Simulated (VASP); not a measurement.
# HfC3 (I4/mmm) in VASP: notebook

HfC3 is run at these levels: PBE; tasks: single point, relaxation of cell and atoms.

Program: VASP 6.6.1. These are calculated values, not measurements. Logs are shortened: lines on timing, memory, paths and dates and some standing lists are left out, and cuts for length are marked.

## 1. The cell of the first run

The structure is tetragonal, space group I4/mmm (No. 139). The conventional cell has a = 3.172 Å, b = 3.172 Å, c = 7.757 Å, α = 90.00°, β = 90.00°, γ = 90.00°. Within 3.0 Å of Hf (site symmetry 4/mmm) lie 12 C at 2.24 to 2.51 Å. Within 3.0 Å of C (site symmetry -4m2) lie 8 C at 2.24 to 2.51 Å and 4 Hf at 2.51 Å. Within 3.0 Å of C (site symmetry 4/mmm) lie 4 Hf at 2.24 Å and 8 C at 2.51 Å.

## 2. Single point, PBE

INCAR reads:

```
SYSTEM = HfC3
  PREC = Accurate
  ENCUT = 520
  EDIFF = 1E-7
  ISMEAR = 0
  SIGMA = 0.1
  LREAL = .FALSE.
  LASPH = .TRUE.
  NELM = 80
  ALGO = Normal
  ISIF = 2
  LWAVE = .FALSE.
  LCHARG = .FALSE.
  GGA = PE
  NBANDS = 19
```

KPOINTS reads:

```
Automatic mesh
0
G
  6 6 6
  0 0 0
```

POSCAR reads:

```
HfC3
1.0
   -1.5862321829      1.5862321829      3.8783642836
    1.5862321829     -1.5862321829      3.8783642836
    1.5862321829      1.5862321829     -3.8783642836
Hf C
1 3
Direct
    0.0000000000      0.0000000000      0.0000000000
    0.7500000000      0.2500000000      0.5000000000
    0.2500000000      0.7500000000      0.5000000000
    0.5000000000      0.5000000000      0.0000000000
```

Potentials or basis: VASP PAW PBE potentials, release 64 (Hf_pv, C).

On the command line:

```
$ cat potpaw_PBE.64/Hf_pv/POTCAR potpaw_PBE.64/C/POTCAR > POTCAR
$ mpirun -np 1 vasp_std > vasp.out
```

OUTCAR:

```text
SYSTEM = HfC3
   PREC = Accurate
   ENCUT = 520
   EDIFF = 1E-7
   ISMEAR = 0
   LREAL = .FALSE.
   LASPH = .TRUE.
   NELM = 80
   ISIF = 2
   GGA = PE

 ion  position               nearest neighbor table
   1  0.000  0.000  0.000-   4 2.24   4 2.24   4 2.24   4 2.24   3 2.51   2 2.51   3 2.51   3 2.51
                             2 2.51   2 2.51   3 2.51   2 2.51
   2  0.750  0.250  0.500-   1 2.51   1 2.51   1 2.51   1 2.51
   3  0.250  0.750  0.500-   1 2.51   1 2.51   1 2.51   1 2.51
   4  0.500  0.500  0.000-   1 2.24   1 2.24   1 2.24   1 2.24

  LATTYP: Found a body centered tetragonal cell.
 ALAT       =     3.1724643658
 C/A-ratio  =     2.4450167670

  Lattice vectors:

 A1 = (  -1.5862321829,   1.5862321829,   3.8783642836)
 A2 = (   1.5862321829,  -1.5862321829,   3.8783642836)
 A3 = (   1.5862321829,   1.5862321829,  -3.8783642836)

Analysis of symmetry for initial positions (statically):
=====================================================================
 Subroutine PRICEL returns:
 Original cell was already a primitive cell.

 Routine SETGRP: Setting up the symmetry group for a
 body centered tetragonal supercell.

 Subroutine GETGRP returns: Found 16 space group operations
 (whereof 16 operations were pure point group operations)
 out of a pool of 16 trial point group operations.

The static configuration has the point symmetry D_4h.

Analysis of symmetry for dynamics (positions and initial velocities):
=====================================================================
 Subroutine PRICEL returns:
 Original cell was already a primitive cell.

 Routine SETGRP: Setting up the symmetry group for a
 body centered tetragonal supercell.

 Subroutine GETGRP returns: Found 16 space group operations
 (whereof 16 operations were pure point group operations)
 out of a pool of 16 trial point group operations.

The dynamic configuration has the point symmetry D_4h.

 Subroutine INISYM returns: Found 16 space group operations
 (whereof 16 operations are pure point group operations),
 and found     1 'primitive' translations

----------------------------------------------------------------------------------------

                                     Primitive cell

  volume of cell :      39.0339

  direct lattice vectors                    reciprocal lattice vectors
    -1.586232183  1.586232183  3.878364284     0.000000000  0.315212366  0.128920329
     1.586232183 -1.586232183  3.878364284     0.315212366  0.000000000  0.128920329
     1.586232183  1.586232183 -3.878364284     0.315212366  0.315212366  0.000000000

  length of vectors
     4.480398932  4.480398932  4.480398932     0.340557319  0.340557319  0.445777604

  position of ions in fractional coordinates (direct lattice)
     0.000000000  0.000000000  0.000000000
     0.750000000  0.250000000  0.500000000
     0.250000000  0.750000000  0.500000000
     0.500000000  0.500000000  0.000000000

  ion indices of the primitive-cell ions
   primitive index   ion index
                 1           1
                 2           2
                 3           3
                 4           4

----------------------------------------------------------------------------------------

 KPOINTS: Automatic mesh

Automatic generation of k-mesh.
 Grid dimensions read from file:
 generate k-points for:    6    6    6

 Generating k-lattice:

  Cartesian coordinates                     Fractional coordinates (reciprocal lattice)
     0.000000000  0.052535394  0.021486722     0.166666667  0.000000000  0.000000000
     0.052535394  0.000000000  0.021486722     0.000000000  0.166666667  0.000000000
     0.052535394  0.052535394  0.000000000     0.000000000  0.000000000  0.166666667

  Length of vectors
     0.056759553  0.056759553  0.074296267

  Shift w.r.t. Gamma in fractional coordinates (k-lattice)
     0.000000000  0.000000000  0.000000000

 Subroutine IBZKPT returns following result:
 ===========================================

 Found     30 irreducible k-points:

 Following reciprocal coordinates:
            Coordinates               Weight
  0.000000  0.000000  0.000000      1.000000
  0.166667  0.000000 -0.000000      8.000000
  0.333333  0.000000  0.000000      8.000000
  0.500000  0.000000  0.000000      4.000000
  0.166667  0.166667 -0.000000      8.000000
  0.333333  0.166667  0.000000     16.000000
[... 16 lines left out ...]
 -0.333333 -0.333333  0.166667      8.000000
 -0.166667 -0.333333  0.166667      8.000000
 [... further k-points ...]
   k-points           NKPTS =     30   k-points in BZ     NKDIM =     30   number of bands    NBANDS=     19
   number of dos      NEDOS =    301   number of ions     NIONS =      4
   total plane-waves  NPLWV =  46656
   dimension x,y,z NGX =    36 NGY =   36 NGZ =   36
   dimension x,y,z NGXF=    72 NGYF=   72 NGZF=   72
   ions per type =               1   3
   NGX,Y,Z   is equivalent  to a cutoff of  13.36, 13.36, 13.36 a.u.
   NGXF,Y,Z  is equivalent  to a cutoff of  26.72, 26.72, 26.72 a.u.
 SYSTEM =  HfC3
   PREC   = accura    normal or accurate (medium, high low for compatibility)
   ISTART =      0    job   : 0-new  1-cont  2-samecut
   ICHARG =      2    charge: 1-file 2-atom 10-const
   ISPIN  =      1    spin polarized calculation?
   LNONCOLLINEAR =      F non collinear calculations
   LSORBIT =      F    spin-orbit coupling
   LASPH  =      T    aspherical Exc in radial PAW
   ENCUT  =  520.0 eV  38.22 Ry    6.18 a.u.   8.33  8.33  8.33*2*pi/ulx,y,z
   NELM   =     80;   NELMIN=  2; NELMDL= -5     # of ELM steps
   EDIFF  = 0.1E-06   stopping-criterion for ELM
   LREAL  =      F    real-space projection
   EDIFFG = 0.1E-05   stopping-criterion for IOM
   NSW    =      0    number of steps for IOM
   IBRION =     -1    ionic relax: 0-MD 1-quasi-New 2-CG
   NFREE  =      0    steps in history (QN), initial steepest desc. (CG)
   ISIF   =      2    stress and relaxation
   ISYM   =      2    0-nonsym 1-usesym 2-fastsym
   POTIM  = 0.5000    time-step for ionic-motion
   TEBEG  =    0.0;   TEEND  =   0.0 temperature during run
   PSTRESS=    0.0 pullay stress
   NELECT =      22.0000    total number of electrons
   NUPDOWN=      -1.0000    fix difference up-down
   EMIN   =  10.00;   EMAX   =-10.00  energy-range for DOS
   EFERMI =   0.00;   METHOD = LEGACY
   ISMEAR =     0;   SIGMA  =   0.10  broadening in eV -4-tet -1-fermi 0-gaus
   EFERMI_NEDOS =   21; number of points for ismear=-14 and -15
   IALGO  =     38    algorithm
   IMIX   =      4    mixing-type and parameters
     AMIX     =   0.40;   BMIX     =  1.00
     AMIX_MAG =   1.60;   BMIX_MAG =  1.00
  volume/ion in A,a.u.               =       9.76        65.85
  Fermi-wavevector in a.u.,A,eV,Ry     =   1.352285  2.555449 24.880644  1.828676
  Thomas-Fermi vector in A             =   2.479637
   LORBIT       =      0    0 simple, 1 ext, 2 COOP (PROOUT), +10 PAW based schemes
   GGA     = PE    functional components
   LHFCALC =     F    Hartree Fock is set to
   AEXX    =    0.0000 exact exchange contribution
   IVDW    =     0    specifies the selected vdW correction
   LEPSILON=     F    determine dielectric tensor
   LRPA    =     F    only Hartree local field effects (RPA)
 non-spin polarized calculation
 Gauss-broadening in eV      SIGMA  =   0.10
  energy-cutoff  :      520.00
  volume of cell :       39.03
 maximum number of plane-waves:      1079
 NGX is ok and might be reduce to    36
   NGX = 17   NGY = 17   NGZ = 17

 number of electron      21.9999999 magnetization

 Free energy of the ion-electron system (eV)
  ---------------------------------------------------
  ext. energy  EPLUGINS =         0.00000000
  ---------------------------------------------------
  free energy    TOTEN  =       -30.56008528 eV

  energy without entropy =      -30.55492252  energy(sigma->0) =      -30.55750390

 E-fermi :   6.5163     XC(G=0): -12.5388

 val. band max:        6.3886801367   @ k =  -0.1667   0.1667   0.1667
 cond. band min:       6.5299636125   @ k =  -0.1667   0.5000   0.1667
 fundamental gap:      0.1412834758
 Fermi energy:         6.5163310824

 k-point     1 :       0.0000    0.0000    0.0000
  band No.  band energies     occupation
      1     -23.4056      2.00000
      2     -23.1372      2.00000
      3     -23.1372      2.00000
      4      -8.5969      2.00000
      5      -2.6877      2.00000
      6       1.4771      2.00000
[... 11 lines left out ...]
     18      12.8400      0.00000
     19      13.3754      0.00000

 k-point     2 :       0.1667    0.0000   -0.0000
  band No.  band energies     occupation
      1     -23.3962      2.00000
      2     -23.2842      2.00000
      3     -23.1196      2.00000
      4      -8.0873      2.00000
      5      -2.5618      2.00000
      6      -0.3353      2.00000
[... 11 lines left out ...]
     18      13.2877      0.00000
     19      13.2906      0.00000

 k-point     3 :       0.3333    0.0000    0.0000
  band No.  band energies     occupation
      1     -23.5664      2.00000
      2     -23.3756      2.00000
      3     -23.0841      2.00000
      4      -6.7328      2.00000
      5      -3.0463      2.00000
      6      -1.6324      2.00000
[... 11 lines left out ...]
     18      13.6023      0.00000
     19      14.4480      0.00000

 k-point     4 :       0.5000    0.0000    0.0000
  band No.  band energies     occupation
      1     -23.7009      2.00000
      2     -23.3657      2.00000
      3     -23.0662      2.00000
      4      -5.0484      2.00000
      5      -4.7666      2.00000
      6      -1.3413      2.00000
[... 11 lines left out ...]
     18      13.7015      0.00000
     19      15.3363      0.00000

 k-point     5 :       0.1667    0.1667   -0.0000
  band No.  band energies     occupation
      1     -23.3924      2.00000
      2     -23.2744      2.00000
      3     -23.2546      2.00000
      4      -7.4849      2.00000
      5      -2.8499      2.00000
      6      -0.7615      2.00000
[... 11 lines left out ...]
     18      12.9532      0.00000
     19      13.7188      0.00000

 k-point     6 :       0.3333    0.1667    0.0000
  band No.  band energies     occupation
      1     -23.5428      2.00000
      2     -23.3678      2.00000
      3     -23.2240      2.00000
      4      -6.1616      2.00000
      5      -3.2713      2.00000
      6      -1.9515      2.00000
[... 11 lines left out ...]
     18      13.6786      0.00000
     19      14.3425      0.00000

 k-point     7 :       0.5000    0.1667   -0.0000
  band No.  band energies     occupation
      1     -23.6745      2.00000
      2     -23.3497      2.00000
      3     -23.2034      2.00000
      4      -4.8551      2.00000
      5      -4.4870      2.00000
      6      -2.0140      2.00000
[... 11 lines left out ...]
     18      13.7345      0.00000
     19      14.9735      0.00000

 k-point     8 :      -0.3333    0.1667   -0.0000
  band No.  band energies     occupation
      1     -23.5415      2.00000
      2     -23.3548      2.00000
      3     -23.2228      2.00000
      4      -6.5563      2.00000
      5      -2.6451      2.00000
      6      -1.8251      2.00000
[... 256 lines left out ...]
 k-point    20 :       0.5000    0.5000    0.1667
  band No.  band energies     occupation
      1     -23.4965      2.00000
      2     -23.4892      2.00000
      3     -23.3435      2.00000
      4      -4.7108      2.00000
      5      -4.1166      2.00000
      6      -2.1887      2.00000
[... 11 lines left out ...]
     18      13.6914      0.00000
     19      15.0071      0.00000

 k-point    21 :      -0.3333    0.5000    0.1667
  band No.  band energies     occupation
      1     -23.5428      2.00000
      2     -23.3820      2.00000
      3     -23.2252      2.00000
      4      -5.5647      2.00000
      5      -3.9251      2.00000
      6      -2.2945      2.00000
[... 11 lines left out ...]
     18      13.9498      0.00000
     19      14.4959      0.00000

 k-point    22 :      -0.1667    0.5000    0.1667
  band No.  band energies     occupation
      1     -23.5675      2.00000
      2     -23.3937      2.00000
      3     -23.0857      2.00000
      4      -6.1472      2.00000
      5      -3.6644      2.00000
      6      -2.3179      2.00000
[... 11 lines left out ...]
     18      14.1191      0.00000
     19      14.5990      0.00000

 k-point    23 :      -0.3333   -0.3333    0.1667
  band No.  band energies     occupation
      1     -23.4194      2.00000
      2     -23.2747      2.00000
      3     -23.2586      2.00000
      4      -6.7875      2.00000
      5      -4.0768      2.00000
      6      -0.8185      2.00000
[... 11 lines left out ...]
     18      12.7044      0.00000
     19      13.6594      0.00000

 k-point    24 :      -0.1667   -0.3333    0.1667
  band No.  band energies     occupation
      1     -23.4240      2.00000
      2     -23.2859      2.00000
      3     -23.1220      2.00000
      4      -7.5546      2.00000
      5      -3.7176      2.00000
      6      -0.3746      2.00000
[... 11 lines left out ...]
     18      13.1321      0.00000
     19      13.2213      0.00000

 [... further k-points ...]

------------------------ aborting loop because EDIFF is reached ----------------------------------------

  FORCE on cell =-STRESS in cart. coord.  units (eV):
  Direction    XX          YY          ZZ          XY          YZ          ZX
  --------------------------------------------------------------------------------------
  -------------------------------------------------------------------------------------
  Total       -0.1781774     -0.1781774     -0.3344697      0.0000000      0.0000000      0.0000000
  in kB       -7.3134290     -7.3134290    -13.7285685      0.0000000      0.0000000      0.0000000
  external PRESSURE =      -9.4518088 kB  Pullay stress =       0.0000000 kB

 VOLUME and BASIS-vectors are now :
 -----------------------------------------------------------------------------
  energy-cutoff  :      520.00
  volume of cell :       39.03
      direct lattice vectors                 reciprocal lattice vectors
    -1.586232183  1.586232183  3.878364284     0.000000000  0.315212366  0.128920329
     1.586232183 -1.586232183  3.878364284     0.315212366  0.000000000  0.128920329
     1.586232183  1.586232183 -3.878364284     0.315212366  0.315212366  0.000000000

 POSITION                                       TOTAL-FORCE (eV/Angst)
 -----------------------------------------------------------------------------------
      0.00000      0.00000      0.00000        -0.000000     -0.000000      0.000000
      0.00000      1.58623      1.93918         0.000000     -0.000000     -0.000000
      1.58623      0.00000      1.93918        -0.000000      0.000000      0.000000
      0.00000      0.00000      3.87836        -0.000000     -0.000000      0.000000
 -----------------------------------------------------------------------------------
    total drift:                               -0.000000      0.000000      0.000000

  FREE ENERGIE OF THE ION-ELECTRON SYSTEM (eV)
  ---------------------------------------------------
  free  energy   TOTEN  =       -30.5600852822 eV

  energy  without entropy=      -30.5549225179  energy(sigma->0) =      -30.55750390
```

It took 18 s on 1 thread of Intel Xeon Platinum 8559C (Emerald Rapids), shared host; peak memory 0.2 GiB.

Results:

| Quantity | Value |
| --- | --- |
| Free energy | -30.5601 eV |
| Pressure | -0.9 GPa |
| Band gap on the k mesh | zero (band 11 reaches 7.57 eV, above the bottom of band 12 at 6.09 eV) |

Levels at points of the mesh, in eV from the Fermi level:
```
           k point  band 9  band 10  band 11  band 12  band 13  band 14
(0.00, 0.00, 0.00)   -3.57    -2.98    -0.15    -0.15     3.44     4.37
(0.50, 0.00, 0.00)   -2.38    -0.41    -0.17     0.22     0.47     1.54
(0.50, 0.50, 0.00)   -3.58    -3.43    -0.33     1.11     3.04     5.46
(0.50, 0.50, 0.50)   -2.30     1.06     1.06     1.22     1.25     1.63
```

Caveat: the k points lie up to 0.47 Å⁻¹ apart; spin-orbit coupling is left out, which moves the levels of the heavy elements.

## 3. Relaxation of cell and atoms, PBE

This run uses another cell than the first one, of 13.83 Å³/atom, 1.417 times its volume.

INCAR reads:

```
PREC = Accurate ; ENCUT = 600
EDIFF = 1E-7 ; ISMEAR = 0
SIGMA = 0.1 ; LREAL = False
LASPH = True ; NELM = 80
ALGO = Normal ; ISIF = 3
LWAVE = False ; LCHARG = False
GGA = PE ; IBRION = 2
NSW = 90 ; EDIFFG = -0.04
```

KPOINTS reads:

```
regular mesh
0
Gamma
  6 6 6
```

POSCAR reads:

```
HfC3
1.0
   -1.7719384700      1.7719384700      4.4051862000
    1.7719384700     -1.7719384700      4.4051862000
    1.7719384700      1.7719384700     -4.4051862000
Hf C
1 3
Direct
    0.0000000000      0.0000000000      0.0000000000
    0.7500000000      0.2500000000      0.5000000000
    0.2500000000      0.7500000000      0.5000000000
    0.5000000000      0.5000000000      0.0000000000
```

Potentials or basis: VASP PAW PBE potentials, release 64 (Hf_pv, C).

On the command line:

```
$ cat potpaw_PBE.64/Hf_pv/POTCAR potpaw_PBE.64/C/POTCAR > POTCAR
$ mpirun -np 1 vasp_std > vasp.out
```

Wall time 2.8 min (1 thread of Intel Xeon Platinum 8559C (Emerald Rapids), shared host); peak memory 0.26 GiB.

Results (log left out):

| Item | Value |
| --- | --- |
| Free energy | -30.5776 eV |
| Relaxed volume | 9.71 Å³/atom |
| Relaxed cell | a = 4.469 Å, b = 4.469 Å, c = 4.469 Å, α = 138.47°, β = 138.47°, γ = 60.19° |
| Space group after relaxing (to 0.05 Å) | I4/mmm (No. 139) |
| Energy gained by relaxing | 625.2 meV/atom |
| Ionic steps | 9 |
| Pressure after relaxing | 0.0 GPa |
| Band gap on the k mesh | zero (band 11 reaches 7.63 eV, above the bottom of band 12 at 6.14 eV) |

Stress tensor (GPa, compression positive):
```
 0.08  0.00  0.00
 0.00  0.08  0.00
 0.00  0.00 -0.09
```

Step by step:
| step | energy change (eV) | largest force (eV/Å) | pressure (GPa) | volume (Å³) |
| --- | --- | --- | --- | --- |
| 1 | 0.0000 | 0.0000 | -35.94 | 55.33 |
| 2 | -1.8523 | 0.0000 | 38.77 | 33.99 |
| 3 | -2.4372 | 0.0000 | -0.70 | 39.34 |
| 4 | -2.4882 | 0.0000 | 0.20 | 38.95 |
| 5 | -2.5001 | 0.0000 | 0.72 | 38.72 |
| 6 | -2.5003 | 0.0000 | 0.85 | 38.68 |
| 7 | -2.5003 | 0.0000 | 0.80 | 38.69 |
| 8 | -2.5002 | 0.0000 | -0.91 | 38.99 |
| 9 | -2.5007 | 0.0000 | 0.02 | 38.83 |

Final structure:
```
CELL_PARAMETERS angstrom
-1.58452 1.58452 3.86650
1.58452 -1.58452 3.86650
1.58452 1.58452 -3.86650
ATOMIC_POSITIONS crystal
Hf 0.00000 0.00000 0.00000
C 0.75000 0.25000 0.50000
C 0.25000 0.75000 0.50000
C 0.50000 0.50000 0.00000
```

Levels at points of the mesh, in eV from the Fermi level:
| k point | band 8 | band 9 | band 10 | band 11 | band 12 | band 13 | band 14 | band 15 |
| --- | --- | --- | --- | --- | --- | --- | --- | --- |
| (0.00, 0.00, 0.00) | -3.60 | -3.60 | -3.01 | -0.15 | -0.15 | 3.46 | 4.38 | 5.16 |
| (0.50, 0.00, 0.00) | -3.77 | -2.38 | -0.41 | -0.18 | 0.20 | 0.47 | 1.54 | 3.64 |
| (0.50, 0.50, 0.00) | -5.33 | -3.59 | -3.45 | -0.31 | 1.13 | 3.07 | 5.53 | 5.67 |
| (0.50, 0.50, 0.50) | -3.14 | -2.29 | 1.07 | 1.07 | 1.24 | 1.24 | 1.67 | 2.79 |

Caveat: the k points lie up to 0.47 Å⁻¹ apart in the final cell; the volume moved by over 15 % at a fixed basis, so the end points are rough; spin-orbit coupling is left out, which moves the levels of the heavy elements.
